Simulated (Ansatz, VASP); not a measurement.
# In3Sb in VASP and in Ansatz

```
In Sb
1.0
     4.89855    0.00000    0.00000
     0.00000    4.89855    0.00000
     0.00000    0.00000    4.16377
In Sb
3 1
Cartesian
  2.4493 2.4493 0.0000
  2.4493 0.0000 2.0819
  0.0000 2.4493 2.0819
  0.0000 0.0000 0.0000
```

Alike in both runs: task single point; functional PBEsol; dispersion D3(BJ); k mesh 12 × 12 × 12; occupations gaussian, width 0.15 eV; no spin polarisation.

|  | VASP | Ansatz |
| --- | --- | --- |
| version | VASP 6.6.1 | Ansatz 0.2.0 |
| potentials or method | VASP PAW PBE potentials, release 64 (In_d, Sb), cutoff 520 eV | scalar-relativistic, plane waves, PAW |
| valence electrons in the cell | 44 | 54 |

|  | VASP | Ansatz | Ansatz less VASP |
| --- | --- | --- | --- |
| gap on the k mesh at the Fermi level (eV) | none | none | - |
| pressure (GPa) | -0.3 | -0.3 | +0.01 |
| traceless stress, the component that is largest in VASP (GPa) | -0.24 | -0.24 | +0.001 |

VASP's potentials were made for PBE, not for PBEsol. A gap of «none» marks a metal or a gap that the smearing closes. VASP's potentials hold 44 valence electrons a cell and Ansatz's 54, so a difference there can come from the potentials and not from the codes.

Spin-orbit coupling is off throughout.
